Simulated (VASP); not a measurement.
# Mg (Fd-3m) in VASP: notebook

Runs on Mg. Level: PBEsol. Tasks: single point.

Everything below comes from runs of VASP 6.6.1. Logs are shortened: lines on timing, memory, paths and dates and some standing lists are left out, and cuts for length are marked.

### Step 1. The cell of the first run

Symmetry: Fd-3m, No. 227, cubic system. The conventional cell has a = 6.951 Å, b = 6.951 Å, c = 6.951 Å, α = 90.00°, β = 90.00°, γ = 90.00°. Within 4.0 Å of Mg (site symmetry -43m) lie 4 Mg at 3.01 Å.

### Step 2. Single point, PBEsol (volume scaled by 1.08)

INCAR reads:

```
SYSTEM = Mg
PREC = Accurate
ENCUT = 520
EDIFF = 1E-6
ISMEAR = -1
SIGMA = 0.1
LREAL = .False.
LASPH = .True.
NELM = 80
ALGO = Normal
ISIF = 2
LWAVE = .False.
LCHARG = .False.
GGA = PS
NBANDS = 9
```

KPOINTS reads:

```
Automatic mesh
0
Gamma
  9 9 9
  0 0 0
```

POSCAR reads:

```
Mg
1.0
    0.0000000000      3.4753054781      3.4753054781
    3.4753054781      0.0000000000      3.4753054781
    3.4753054781      3.4753054781      0.0000000000
Mg
2
Direct
    0.1250000000      0.1250000000      0.1250000000
    0.8750000000      0.8750000000      0.8750000000
```

Potentials or basis: VASP PAW PBE potentials, release 64 (Mg).

The run is started by

```console
> cat potpaw_PBE.64/Mg/POTCAR > POTCAR
> mpirun -np 1 vasp_std > vasp.out
```

OUTCAR:

```text
SYSTEM = Mg
   PREC = Accurate
   ENCUT = 520
   EDIFF = 1E-6
   ISMEAR = -1
   LREAL = .False.
   LASPH = .True.
   NELM = 80
   ISIF = 2
   GGA = PS

 ion  position               nearest neighbor table
   1  0.125  0.125  0.125-   2 3.01   2 3.01   2 3.01   2 3.01
   2  0.875  0.875  0.875-   1 3.01   1 3.01   1 3.01   1 3.01

  LATTYP: Found a face centered cubic cell.
 ALAT       =     6.9506109562

  Lattice vectors:

 A1 = (   0.0000000000,   3.4753054781,   3.4753054781)
 A2 = (   3.4753054781,   0.0000000000,   3.4753054781)
 A3 = (   3.4753054781,   3.4753054781,   0.0000000000)

Analysis of symmetry for initial positions (statically):
=====================================================================
 Subroutine PRICEL returns:
 Original cell was already a primitive cell.

 Routine SETGRP: Setting up the symmetry group for a
 face centered cubic supercell.

 Subroutine GETGRP returns: Found 48 space group operations
 (whereof 12 operations were pure point group operations)
 out of a pool of 48 trial point group operations.

The static configuration has the point symmetry D_3d.
 The point group associated with its full space group is O_h .

Analysis of symmetry for dynamics (positions and initial velocities):
=====================================================================
 Subroutine PRICEL returns:
 Original cell was already a primitive cell.

 Routine SETGRP: Setting up the symmetry group for a
 face centered cubic supercell.

 Subroutine GETGRP returns: Found 48 space group operations
 (whereof 12 operations were pure point group operations)
 out of a pool of 48 trial point group operations.

The dynamic configuration has the point symmetry D_3d.
 The point group associated with its full space group is O_h .

 Subroutine INISYM returns: Found 48 space group operations
 (whereof 12 operations are pure point group operations),
 and found     1 'primitive' translations

----------------------------------------------------------------------------------------

                                     Primitive cell

  volume of cell :      83.9477

  direct lattice vectors                    reciprocal lattice vectors
     0.000000000  3.475305478  3.475305478    -0.143872245  0.143872245  0.143872245
     3.475305478  0.000000000  3.475305478     0.143872245 -0.143872245  0.143872245
     3.475305478  3.475305478  0.000000000     0.143872245  0.143872245 -0.143872245

  length of vectors
     4.914824141  4.914824141  4.914824141     0.249194038  0.249194038  0.249194038

  position of ions in fractional coordinates (direct lattice)
     0.125000000  0.125000000  0.125000000
     0.875000000  0.875000000  0.875000000

  ion indices of the primitive-cell ions
   primitive index   ion index
                 1           1
                 2           2

----------------------------------------------------------------------------------------

 KPOINTS: Automatic mesh

Automatic generation of k-mesh.
 Grid dimensions read from file:
 generate k-points for:    9    9    9

 Generating k-lattice:

  Cartesian coordinates                     Fractional coordinates (reciprocal lattice)
    -0.015985805  0.015985805  0.015985805     0.111111111  0.000000000  0.000000000
     0.015985805 -0.015985805  0.015985805     0.000000000  0.111111111  0.000000000
     0.015985805  0.015985805 -0.015985805     0.000000000  0.000000000  0.111111111

  Length of vectors
     0.027688226  0.027688226  0.027688226

  Shift w.r.t. Gamma in fractional coordinates (k-lattice)
     0.000000000  0.000000000  0.000000000

 Subroutine IBZKPT returns following result:
 ===========================================

 Found     35 irreducible k-points:

 Following reciprocal coordinates:
            Coordinates               Weight
  0.000000  0.000000  0.000000      1.000000
  0.111111  0.000000  0.000000      8.000000
  0.222222  0.000000  0.000000      8.000000
  0.333333  0.000000  0.000000      8.000000
  0.444444  0.000000  0.000000      8.000000
  0.111111  0.111111  0.000000      6.000000
[... 16 lines left out ...]
 -0.333333  0.333333  0.000000     12.000000
  0.444444  0.444444  0.000000      6.000000
 [... further k-points ...]
   k-points           NKPTS =     35   k-points in BZ     NKDIM =     35   number of bands    NBANDS=      9
   number of dos      NEDOS =    301   number of ions     NIONS =      2
   total plane-waves  NPLWV =  64000
   dimension x,y,z NGX =    40 NGY =   40 NGZ =   40
   dimension x,y,z NGXF=    80 NGYF=   80 NGZF=   80
   ions per type =               2
   NGX,Y,Z   is equivalent  to a cutoff of  13.53, 13.53, 13.53 a.u.
   NGXF,Y,Z  is equivalent  to a cutoff of  27.06, 27.06, 27.06 a.u.
 SYSTEM =  Mg
   PREC   = accura    normal or accurate (medium, high low for compatibility)
   ISTART =      0    job   : 0-new  1-cont  2-samecut
   ICHARG =      2    charge: 1-file 2-atom 10-const
   ISPIN  =      1    spin polarized calculation?
   LNONCOLLINEAR =      F non collinear calculations
   LSORBIT =      F    spin-orbit coupling
   LASPH  =      T    aspherical Exc in radial PAW
   ENCUT  =  520.0 eV  38.22 Ry    6.18 a.u.   9.14  9.14  9.14*2*pi/ulx,y,z
   NELM   =     80;   NELMIN=  2; NELMDL= -5     # of ELM steps
   EDIFF  = 0.1E-05   stopping-criterion for ELM
   LREAL  =      F    real-space projection
   EDIFFG = 0.1E-04   stopping-criterion for IOM
   NSW    =      0    number of steps for IOM
   IBRION =     -1    ionic relax: 0-MD 1-quasi-New 2-CG
   NFREE  =      0    steps in history (QN), initial steepest desc. (CG)
   ISIF   =      2    stress and relaxation
   ISYM   =      2    0-nonsym 1-usesym 2-fastsym
   POTIM  = 0.5000    time-step for ionic-motion
   TEBEG  =    0.0;   TEEND  =   0.0 temperature during run
   PSTRESS=    0.0 pullay stress
   NELECT =       4.0000    total number of electrons
   NUPDOWN=      -1.0000    fix difference up-down
   EMIN   =  10.00;   EMAX   =-10.00  energy-range for DOS
   EFERMI =   0.00;   METHOD = LEGACY
   ISMEAR =    -1;   SIGMA  =   0.10  broadening in eV -4-tet -1-fermi 0-gaus
   EFERMI_NEDOS =   21; number of points for ismear=-14 and -15
   IALGO  =     38    algorithm
   IMIX   =      4    mixing-type and parameters
     AMIX     =   0.40;   BMIX     =  1.00
     AMIX_MAG =   1.60;   BMIX_MAG =  1.00
  volume/ion in A,a.u.               =      41.97       283.25
  Fermi-wavevector in a.u.,A,eV,Ry     =   0.593506  1.121564  4.792645  0.352249
  Thomas-Fermi vector in A             =   1.642731
   LORBIT       =      0    0 simple, 1 ext, 2 COOP (PROOUT), +10 PAW based schemes
   GGA     = PS    functional components
   LHFCALC =     F    Hartree Fock is set to
   AEXX    =    0.0000 exact exchange contribution
   IVDW    =     0    specifies the selected vdW correction
   LEPSILON=     F    determine dielectric tensor
   LRPA    =     F    only Hartree local field effects (RPA)
 non-spin polarized calculation
  energy-cutoff  :      520.00
  volume of cell :       83.95
 maximum number of plane-waves:      2285
 NGX is ok and might be reduce to    40
   NGX = 19   NGY = 19   NGZ = 19

 number of electron       4.0000000 magnetization

 Free energy of the ion-electron system (eV)
  ---------------------------------------------------
  ext. energy  EPLUGINS =         0.00000000
  ---------------------------------------------------
  free energy    TOTEN  =        -1.79202567 eV

  energy without entropy =       -1.75023466  energy(sigma->0) =       -1.77113016

 E-fermi :  -0.0669     XC(G=0):  -6.6455

 val. band max:       -0.1416942873   @ k =  -0.2222   0.3333   0.1111
 cond. band min:       0.0837810812   @ k =  -0.4444   0.3333   0.1111
 fundamental gap:      0.2254753685
 Fermi energy:        -0.0669056305

 k-point     1 :       0.0000    0.0000    0.0000
  band No.  band energies     occupation
      1      -4.8909      2.00000
      2       3.0393      0.00000
      3       3.0393      0.00000
      4       3.0393      0.00000
      5       4.0911      0.00000
      6       4.0911      0.00000
      7       4.0911      0.00000
      8       5.3836      0.00000
      9       6.4423      0.00000

 k-point     2 :       0.1111    0.0000    0.0000
  band No.  band energies     occupation
      1      -4.7830      2.00000
      2       2.0275      0.00000
      3       2.8277      0.00000
      4       2.8277      0.00000
      5       4.1850      0.00000
      6       4.3854      0.00000
      7       4.3854      0.00000
      8       5.9802      0.00000
      9       6.5240      0.00000

 k-point     3 :       0.2222    0.0000    0.0000
  band No.  band energies     occupation
      1      -4.4634      2.00000
      2       0.5890      0.00283
      3       2.5212      0.00000
      4       2.5212      0.00000
      5       3.9424      0.00000
      6       4.6650      0.00000
      7       4.6650      0.00000
      8       6.3712      0.00000
      9       6.3712      0.00000

 k-point     4 :       0.3333    0.0000    0.0000
  band No.  band energies     occupation
      1      -3.9518      2.00000
      2      -0.7215      1.99713
      3       2.3098      0.00000
      4       2.3098      0.00000
      5       3.7232      0.00000
      6       4.4613      0.00000
      7       4.4613      0.00000
      8       6.4329      0.00000
      9       7.1486      0.00000
[... 205 lines left out ...]
 k-point    22 :      -0.4444    0.3333    0.0000
  band No.  band energies     occupation
      1      -2.5098      2.00000
      2      -1.5120      2.00000
      3      -0.2183      1.63928
      4       1.1669      0.00001
      5       2.6454      0.00000
      6       4.4947      0.00000
      7       6.9861      0.00000
      8       7.3837      0.00000
      9       8.2742      0.00000

 k-point    23 :      -0.3333    0.3333    0.0000
  band No.  band energies     occupation
      1      -2.6022      2.00000
      2      -1.4123      2.00000
      3      -0.4988      1.97373
      4       1.4321      0.00000
      5       2.9417      0.00000
      6       5.8693      0.00000
      7       6.6340      0.00000
      8       6.8443      0.00000
      9       7.1786      0.00000

 k-point    24 :       0.4444    0.4444    0.0000
  band No.  band energies     occupation
      1      -2.6492      2.00000
      2      -1.4684      2.00000
      3       0.9224      0.00010
      4       0.9224      0.00010
      5       2.2877      0.00000
      6       2.4445      0.00000
      7       8.7282      0.00000
      8       8.7282      0.00000
      9       9.3413      0.00000

 [... further k-points ...]
[... 5 lines left out ...]
  --------------------------------------------------------------------------------------
  -------------------------------------------------------------------------------------
  Total       -0.4090332     -0.4090332     -0.4090332      0.0000000     -0.0000000     -0.0000000
  in kB       -7.8065685     -7.8065685     -7.8065685      0.0000000     -0.0000000     -0.0000000
  external PRESSURE =      -7.8065685 kB  Pullay stress =       0.0000000 kB

 VOLUME and BASIS-vectors are now :
 -----------------------------------------------------------------------------
  energy-cutoff  :      520.00
  volume of cell :       83.95
      direct lattice vectors                 reciprocal lattice vectors
     0.000000000  3.475305478  3.475305478    -0.143872245  0.143872245  0.143872245
     3.475305478  0.000000000  3.475305478     0.143872245 -0.143872245  0.143872245
     3.475305478  3.475305478  0.000000000     0.143872245  0.143872245 -0.143872245

 POSITION                                       TOTAL-FORCE (eV/Angst)
 -----------------------------------------------------------------------------------
      0.86883      0.86883      0.86883        -0.000000      0.000000      0.000000
      6.08178      6.08178      6.08178         0.000000     -0.000000     -0.000000
 -----------------------------------------------------------------------------------
    total drift:                               -0.000000     -0.000000     -0.000000

  FREE ENERGIE OF THE ION-ELECTRON SYSTEM (eV)
  ---------------------------------------------------
  free  energy   TOTEN  =        -1.7920256674 eV

  energy  without entropy=       -1.7502346572  energy(sigma->0) =       -1.77113016
```

Run time: 26 s. Hardware: 1 thread of Intel Xeon 6975P-C, shared host; peak memory 0.23 GiB.

What came out:

* Free energy: -1.7920 eV
* Pressure: -0.8 GPa
* Band gap on the k mesh: zero (band 2 reaches 3.04 eV, above the bottom of band 3 at -0.50 eV)

Caveat: the cell differs from its parent crystal (volume scaled by 1.08); the PAW data sets were made with another functional, which shifts forces and pressure a little.

### Step 3. Single point, PBEsol (volume scaled by 1.12)

INCAR reads:

```
SYSTEM = Mg
PREC = Accurate ; ENCUT = 520
EDIFF = 1E-6 ; ISMEAR = -1
SIGMA = 0.1 ; LREAL = .FALSE.
LASPH = .TRUE. ; NELM = 80
ALGO = Normal ; ISIF = 2
LWAVE = .FALSE. ; LCHARG = .TRUE.
GGA = PS ; LELF = .TRUE.
LVHAR = .TRUE. ; NBANDS = 9
```

KPOINTS reads:

```
Automatic mesh
0
G
  9 9 9
  0 0 0
```

POSCAR reads:

```
Mg
1.0
    0.0000000000      3.5176914296      3.5176914296
    3.5176914296      0.0000000000      3.5176914296
    3.5176914296      3.5176914296      0.0000000000
Mg
2
Direct
    0.1250000000      0.1250000000      0.1250000000
    0.8750000000      0.8750000000      0.8750000000
```

Potentials or basis: VASP PAW PBE potentials, release 64 (Mg).

The run is started by

```console
> cat potpaw_PBE.64/Mg/POTCAR > POTCAR
> mpirun -np 1 vasp_std > vasp.out
```

Wall time 28 s (1 thread of Intel Xeon 6975P-C, shared host); peak memory 0.24 GiB.

It converged, with:

```yaml
Free_energy: -1.7739 eV
Pressure: -1.1 GPa
Band_gap_on_the_k_mesh: zero (band 2 reaches 2.85 eV, above the bottom of band 3 at -0.57 eV)
```

Levels at points of the mesh, in eV from the Fermi level:
```csv
k point,band 1,band 2,band 3,band 4,band 5,band 6
"(0.00, 0.00, 0.00)",-4.73,3.02,3.02,3.02,4.07,4.07
```

Caveat: the cell differs from its parent crystal (volume scaled by 1.12); the PAW data sets were made with another functional, which shifts forces and pressure a little.

### Step 4. Single point, PBEsol

This run uses another cell than the first one, of 38.86 Å³/atom, 0.926 times its volume.

INCAR reads:

```
ALGO = Normal ; EDIFF = 1E-6
ENCUT = 520 ; GGA = PS
ISIF = 2 ; ISMEAR = -1
LASPH = True ; LCHARG = False
LREAL = False ; LWAVE = False
NBANDS = 9 ; NELM = 100
PREC = Accurate ; SIGMA = 0.1
```

KPOINTS reads:

```
k-points
0
Gamma
  13 13 13
```

POSCAR reads:

```
Mg
1.0
    0.0000000000      3.3872849546      3.3872849546
    3.3872849546      0.0000000000      3.3872849546
    3.3872849546      3.3872849546      0.0000000000
Mg
2
Direct
    0.1250000000      0.1250000000      0.1250000000
    0.8750000000      0.8750000000      0.8750000000
```

The run is started by

```console
> cat potpaw_PBE.64/Mg/POTCAR > POTCAR
> mpirun -np 1 vasp_std > vasp.out
```

It took 40 s on 1 thread of Intel Xeon 6975P-C, shared host; peak memory 0.23 GiB.

Results (log left out):

* Free energy: -1.8040 eV
* Pressure: 0.0 GPa
* Band gap on the k mesh: zero (band 2 reaches 3.46 eV, above the bottom of band 3 at -0.33 eV)

Levels at points of the mesh, in eV from the Fermi level:
| k point | band 1 | band 2 | band 3 | band 4 | band 5 | band 6 |
| --- | --- | --- | --- | --- | --- | --- |
| (0.00, 0.00, 0.00) | -5.05 | 3.28 | 3.28 | 3.28 | 4.32 | 4.32 |

Caveat: the PAW data sets were made with another functional, which shifts forces and pressure a little.

### Step 5. Summary

```tsv
cell	k mesh	gap on the mesh (eV)	pressure (GPa)
a = 4.915 Å, angles 60.0°, 2 atoms	9 × 9 × 9	none	-0.8
a = 4.975 Å, angles 60.0°, 2 atoms	9 × 9 × 9	none	-1.1
a = 4.790 Å, angles 60.0°, 2 atoms	13 × 13 × 13	none	0.0
```

Alike in all rows: task single point; level PBEsol; potentials or basis VASP PAW PBE potentials, release 64 (Mg); no spin polarisation; cutoff (eV) 520; smearing fermi-dirac 0.1 eV.

Caveats: the PAW data sets were made with another functional, which shifts forces and pressure a little.

Absolute energies hang on the potentials; compare differences alone.
